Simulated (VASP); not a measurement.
# B12Ru (Pm-3m) in VASP: single point with PBE

Aim: the single point of B12Ru with PBE.

Program: VASP 6.6.1. These are calculated values, not measurements. Logs are shortened: lines on timing, memory, paths and dates and some standing lists are left out, and cuts for length are marked.

## Step 1: The cell of the first run

Symmetry: Pm-3m, No. 221, cubic system. The conventional cell has a = 4.584 Å, b = 4.584 Å, c = 4.584 Å, α = 90.00°, β = 90.00°, γ = 90.00°. B (site symmetry mm2) has 2 B at 1.31 Å within 1.7 Å. Within 3.3 Å of Ru (site symmetry m-3m) lie 24 B at 2.47 Å.

## Step 2: Single point, PBE

Contents of INCAR:

```
ALGO = Normal
EDIFF = 1E-6
ENCUT = 520
GGA = PE
ISIF = 2
ISMEAR = 0
LASPH = T
LCHARG = T
LELF = T
LREAL = F
LVHAR = T
LWAVE = F
NBANDS = 37
NELM = 100
PREC = Accurate
SIGMA = 0.1
```

Contents of KPOINTS:

```
k-points
0
Gamma
  4 4 4
```

Contents of POSCAR:

```
B12Ru
1.0
    4.5841697200      0.0000000000      0.0000000000
    0.0000000000      4.5841697200      0.0000000000
    0.0000000000      0.0000000000      4.5841697200
B Ru
12 1
Direct
    0.5000000000      0.8576126400      0.8576126400
    0.5000000000      0.1423873600      0.8576126400
    0.5000000000      0.8576126400      0.1423873600
    0.5000000000      0.1423873600      0.1423873600
    0.8576126400      0.5000000000      0.8576126400
    0.8576126400      0.5000000000      0.1423873600
    0.1423873600      0.5000000000      0.8576126400
    0.1423873600      0.5000000000      0.1423873600
    0.8576126400      0.8576126400      0.5000000000
    0.1423873600      0.8576126400      0.5000000000
    0.8576126400      0.1423873600      0.5000000000
    0.1423873600      0.1423873600      0.5000000000
    0.0000000000      0.0000000000      0.0000000000
```

Potentials or basis: VASP PAW PBE potentials, release 64 (B, Ru_pv).

Launch:

```console
cat potpaw_PBE.64/B/POTCAR potpaw_PBE.64/Ru_pv/POTCAR > POTCAR
mpirun -np 1 vasp_std > vasp.out
```

OUTCAR:

```text
EDIFF = 1E-6
   ENCUT = 520
   GGA = PE
   ISIF = 2
   ISMEAR = 0
   LASPH = T
   LREAL = F
   NELM = 100
   PREC = Accurate

 ion  position               nearest neighbor table
   1  0.500  0.858  0.858-   2 1.31   3 1.31   4 1.85  13 2.47  13 2.47
   2  0.500  0.142  0.858-   1 1.31   4 1.31   3 1.85  13 2.47  13 2.47
   3  0.500  0.858  0.142-   1 1.31   4 1.31   2 1.85  13 2.47  13 2.47
   4  0.500  0.142  0.142-   2 1.31   3 1.31   1 1.85  13 2.47  13 2.47
   5  0.858  0.500  0.858-   6 1.31   7 1.31   8 1.85  13 2.47  13 2.47
   6  0.858  0.500  0.142-   5 1.31   8 1.31   7 1.85  13 2.47  13 2.47
   7  0.142  0.500  0.858-   5 1.31   8 1.31   6 1.85  13 2.47  13 2.47
   8  0.142  0.500  0.142-   6 1.31   7 1.31   5 1.85  13 2.47  13 2.47
   9  0.858  0.858  0.500-  10 1.31  11 1.31  12 1.85  13 2.47  13 2.47
  10  0.142  0.858  0.500-   9 1.31  12 1.31  11 1.85  13 2.47  13 2.47
  11  0.858  0.142  0.500-   9 1.31  12 1.31  10 1.85  13 2.47  13 2.47
  12  0.142  0.142  0.500-  10 1.31  11 1.31   9 1.85  13 2.47  13 2.47
  13  0.000  0.000  0.000-   1 2.47   2 2.47   3 2.47   4 2.47   5 2.47   6 2.47   7 2.47   8 2.47
                             9 2.47  10 2.47  11 2.47  12 2.47   9 2.47  10 2.47  11 2.47  12 2.47

  LATTYP: Found a simple cubic cell.
 ALAT       =     4.5841697200

  Lattice vectors:

 A1 = (   4.5841697200,   0.0000000000,   0.0000000000)
 A2 = (   0.0000000000,   4.5841697200,   0.0000000000)
 A3 = (   0.0000000000,   0.0000000000,   4.5841697200)

Analysis of symmetry for initial positions (statically):
=====================================================================
 Subroutine PRICEL returns:
 Original cell was already a primitive cell.

 Routine SETGRP: Setting up the symmetry group for a
 simple cubic supercell.

 Subroutine GETGRP returns: Found 48 space group operations
 (whereof 48 operations were pure point group operations)
 out of a pool of 48 trial point group operations.

The static configuration has the point symmetry O_h .

Analysis of symmetry for dynamics (positions and initial velocities):
=====================================================================
 Subroutine PRICEL returns:
 Original cell was already a primitive cell.

 Routine SETGRP: Setting up the symmetry group for a
 simple cubic supercell.

 Subroutine GETGRP returns: Found 48 space group operations
 (whereof 48 operations were pure point group operations)
 out of a pool of 48 trial point group operations.

The dynamic configuration has the point symmetry O_h .

 Subroutine INISYM returns: Found 48 space group operations
 (whereof 48 operations are pure point group operations),
 and found     1 'primitive' translations

----------------------------------------------------------------------------------------

                                     Primitive cell

  volume of cell :      96.3345

  direct lattice vectors                    reciprocal lattice vectors
     4.584169720  0.000000000  0.000000000     0.218142011  0.000000000  0.000000000
     0.000000000  4.584169720  0.000000000     0.000000000  0.218142011  0.000000000
     0.000000000  0.000000000  4.584169720     0.000000000  0.000000000  0.218142011

  length of vectors
     4.584169720  4.584169720  4.584169720     0.218142011  0.218142011  0.218142011

  position of ions in fractional coordinates (direct lattice)
     0.500000000  0.857612640  0.857612640
     0.500000000  0.142387360  0.857612640
     0.500000000  0.857612640  0.142387360
     0.500000000  0.142387360  0.142387360
     0.857612640  0.500000000  0.857612640
     0.857612640  0.500000000  0.142387360
     0.142387360  0.500000000  0.857612640
     0.142387360  0.500000000  0.142387360
     0.857612640  0.857612640  0.500000000
     0.142387360  0.857612640  0.500000000
     0.857612640  0.142387360  0.500000000
     0.142387360  0.142387360  0.500000000
     0.000000000  0.000000000  0.000000000

  ion indices of the primitive-cell ions
   primitive index   ion index
                 1           1
                 2           2
                 3           3
                 4           4
                 5           5
                 6           6
                 7           7
                 8           8
                 9           9
                10          10
                11          11
                12          12
                13          13

----------------------------------------------------------------------------------------

 KPOINTS: k-points

Automatic generation of k-mesh.
 Grid dimensions read from file:
 generate k-points for:    4    4    4

 Generating k-lattice:

  Cartesian coordinates                     Fractional coordinates (reciprocal lattice)
     0.054535503  0.000000000  0.000000000     0.250000000  0.000000000  0.000000000
     0.000000000  0.054535503  0.000000000     0.000000000  0.250000000  0.000000000
     0.000000000  0.000000000  0.054535503     0.000000000  0.000000000  0.250000000

  Length of vectors
     0.054535503  0.054535503  0.054535503

  Shift w.r.t. Gamma in fractional coordinates (k-lattice)
     0.000000000  0.000000000  0.000000000

 Subroutine IBZKPT returns following result:
 ===========================================

 Found     10 irreducible k-points:

 Following reciprocal coordinates:
            Coordinates               Weight
  0.000000  0.000000  0.000000      1.000000
  0.250000  0.000000  0.000000      6.000000
  0.500000  0.000000  0.000000      3.000000
  0.250000  0.250000  0.000000     12.000000
  0.500000  0.250000  0.000000     12.000000
  0.500000  0.500000  0.000000      3.000000
  0.250000  0.250000  0.250000      8.000000
  0.500000  0.250000  0.250000     12.000000
  0.500000  0.500000  0.250000      6.000000
  0.500000  0.500000  0.500000      1.000000
   k-points           NKPTS =     10   k-points in BZ     NKDIM =     10   number of bands    NBANDS=     37
   number of dos      NEDOS =    301   number of ions     NIONS =     13
   total plane-waves  NPLWV =  46656
   dimension x,y,z NGX =    36 NGY =   36 NGZ =   36
   dimension x,y,z NGXF=    72 NGYF=   72 NGZF=   72
   ions per type =              12   1
   NGX,Y,Z   is equivalent  to a cutoff of  13.06, 13.06, 13.06 a.u.
   NGXF,Y,Z  is equivalent  to a cutoff of  26.11, 26.11, 26.11 a.u.
 SYSTEM =  unknown system
   PREC   = accura    normal or accurate (medium, high low for compatibility)
   ISTART =      0    job   : 0-new  1-cont  2-samecut
   ICHARG =      2    charge: 1-file 2-atom 10-const
   ISPIN  =      1    spin polarized calculation?
   LNONCOLLINEAR =      F non collinear calculations
   LSORBIT =      F    spin-orbit coupling
   LASPH  =      T    aspherical Exc in radial PAW
   ENCUT  =  520.0 eV  38.22 Ry    6.18 a.u.   8.52  8.52  8.52*2*pi/ulx,y,z
   NELM   =    100;   NELMIN=  2; NELMDL= -5     # of ELM steps
   EDIFF  = 0.1E-05   stopping-criterion for ELM
   LREAL  =      F    real-space projection
   EDIFFG = 0.1E-04   stopping-criterion for IOM
   NSW    =      0    number of steps for IOM
   IBRION =     -1    ionic relax: 0-MD 1-quasi-New 2-CG
   NFREE  =      0    steps in history (QN), initial steepest desc. (CG)
   ISIF   =      2    stress and relaxation
   ISYM   =      2    0-nonsym 1-usesym 2-fastsym
   POTIM  = 0.5000    time-step for ionic-motion
   TEBEG  =    0.0;   TEEND  =   0.0 temperature during run
   PSTRESS=    0.0 pullay stress
   NELECT =      50.0000    total number of electrons
   NUPDOWN=      -1.0000    fix difference up-down
   EMIN   =  10.00;   EMAX   =-10.00  energy-range for DOS
   EFERMI =   0.00;   METHOD = LEGACY
   ISMEAR =     0;   SIGMA  =   0.10  broadening in eV -4-tet -1-fermi 0-gaus
   EFERMI_NEDOS =   21; number of points for ismear=-14 and -15
   IALGO  =     38    algorithm
   IMIX   =      4    mixing-type and parameters
     AMIX     =   0.40;   BMIX     =  1.00
     AMIX_MAG =   1.60;   BMIX_MAG =  1.00
  volume/ion in A,a.u.               =       7.41        50.01
  Fermi-wavevector in a.u.,A,eV,Ry     =   1.315641  2.486201 23.550486  1.730912
  Thomas-Fermi vector in A             =   2.445810
   LORBIT       =      0    0 simple, 1 ext, 2 COOP (PROOUT), +10 PAW based schemes
   GGA     = PE    functional components
   LHFCALC =     F    Hartree Fock is set to
   AEXX    =    0.0000 exact exchange contribution
   IVDW    =     0    specifies the selected vdW correction
   LEPSILON=     F    determine dielectric tensor
   LRPA    =     F    only Hartree local field effects (RPA)
 non-spin polarized calculation
 Gauss-broadening in eV      SIGMA  =   0.10
  energy-cutoff  :      520.00
  volume of cell :       96.33
 maximum number of plane-waves:      2624
 NGX is ok and might be reduce to    36
   NGX = 17   NGY = 17   NGZ = 17

 number of electron      50.0000011 magnetization

 Free energy of the ion-electron system (eV)
  ---------------------------------------------------
  ext. energy  EPLUGINS =         0.00000000
  ---------------------------------------------------
  free energy    TOTEN  =       -44.96304936 eV

  energy without entropy =      -44.92484859  energy(sigma->0) =      -44.94394897

 E-fermi :   7.1552     XC(G=0): -11.9950

 val. band max:        7.1024966960   @ k =   0.5000   0.2500   0.2500
 cond. band min:       7.1609533842   @ k =   0.5000   0.2500   0.2500
 fundamental gap:      0.0584566882
 Fermi energy:         7.1551513119

 k-point     1 :       0.0000    0.0000    0.0000
  band No.  band energies     occupation
      1     -35.7405      2.00000
      2     -35.7405      2.00000
      3     -35.7405      2.00000
      4      -9.4176      2.00000
      5      -7.4917      2.00000
      6      -7.4917      2.00000
[... 29 lines left out ...]
     36      12.5446      0.00000
     37      12.5446      0.00000
[... 358 lines left out ...]
     36      13.2004      0.00000
     37      13.2004      0.00000

------------------------ aborting loop because EDIFF is reached ----------------------------------------

  FORCE on cell =-STRESS in cart. coord.  units (eV):
  Direction    XX          YY          ZZ          XY          YZ          ZX
  --------------------------------------------------------------------------------------
  -------------------------------------------------------------------------------------
  Total       77.7424087     77.7424087     77.7424087     -0.0000000      0.0000000      0.0000000
  in kB     1292.9642305   1292.9642305   1292.9642305     -0.0000000      0.0000000      0.0000000
  external PRESSURE =    1292.9642305 kB  Pullay stress =       0.0000000 kB

 VOLUME and BASIS-vectors are now :
 -----------------------------------------------------------------------------
  energy-cutoff  :      520.00
  volume of cell :       96.33
      direct lattice vectors                 reciprocal lattice vectors
     4.584169720  0.000000000  0.000000000     0.218142011  0.000000000  0.000000000
     0.000000000  4.584169720  0.000000000     0.000000000  0.218142011  0.000000000
     0.000000000  0.000000000  4.584169720     0.000000000  0.000000000  0.218142011

 POSITION                                       TOTAL-FORCE (eV/Angst)
 -----------------------------------------------------------------------------------
      2.29208      3.93144      3.93144         0.000000    -13.889408    -13.889408
      2.29208      0.65273      3.93144        -0.000000     13.889408    -13.889408
      2.29208      3.93144      0.65273         0.000000    -13.889408     13.889408
      2.29208      0.65273      0.65273        -0.000000     13.889408     13.889408
      3.93144      2.29208      3.93144       -13.889408     -0.000000    -13.889408
      3.93144      2.29208      0.65273       -13.889408     -0.000000     13.889408
      0.65273      2.29208      3.93144        13.889408     -0.000000    -13.889408
      0.65273      2.29208      0.65273        13.889408     -0.000000     13.889408
      3.93144      3.93144      2.29208       -13.889408    -13.889408     -0.000000
      0.65273      3.93144      2.29208        13.889408    -13.889408     -0.000000
      3.93144      0.65273      2.29208       -13.889408     13.889408      0.000000
      0.65273      0.65273      2.29208        13.889408     13.889408      0.000000
      0.00000      0.00000      0.00000         0.000000     -0.000000     -0.000000
 -----------------------------------------------------------------------------------
    total drift:                               -0.000000      0.000000      0.000000

  FREE ENERGIE OF THE ION-ELECTRON SYSTEM (eV)
  ---------------------------------------------------
  free  energy   TOTEN  =       -44.9630493627 eV

  energy  without entropy=      -44.9248485858  energy(sigma->0) =      -44.94394897
```

Wall time 37 s (1 thread of AMD EPYC 7R13 (Zen 3), shared host); peak memory 0.18 GiB.

Results:

```yaml
Free_energy: -44.9630 eV
Pressure: 129.3 GPa
Largest_force: 19.643 eV/Å
Band_gap_on_the_k_mesh: zero (band 25 reaches 7.54 eV, above the bottom of band 26 at 6.62 eV)
```

Forces in eV/Å, atoms in the order of the input:
```
B     0.000 -13.889 -13.889
B     0.000  13.889 -13.889
B     0.000 -13.889  13.889
B     0.000  13.889  13.889
B   -13.889   0.000 -13.889
B   -13.889   0.000  13.889
B    13.889   0.000 -13.889
B    13.889   0.000  13.889
B   -13.889 -13.889   0.000
B    13.889 -13.889   0.000
B   -13.889  13.889   0.000
B    13.889  13.889   0.000
Ru    0.000   0.000   0.000
```

Levels at points of the mesh, in eV from the Fermi level:
```csv
k point,band 23,band 24,band 25,band 26,band 27,band 28
"(0.00, 0.00, 0.00)",-0.76,0.39,0.39,0.39,0.54,1.56
"(0.50, 0.00, 0.00)",-0.77,-0.77,-0.66,-0.54,0.33,1.09
"(0.50, 0.50, 0.00)",-1.03,-1.03,-0.08,-0.08,0.72,2.85
"(0.50, 0.50, 0.50)",-1.42,-1.42,-1.42,1.42,1.42,1.42
```

Caveat: forces of over 1 eV/Å act on the atoms, so gaps and moduli don't describe the material at rest.
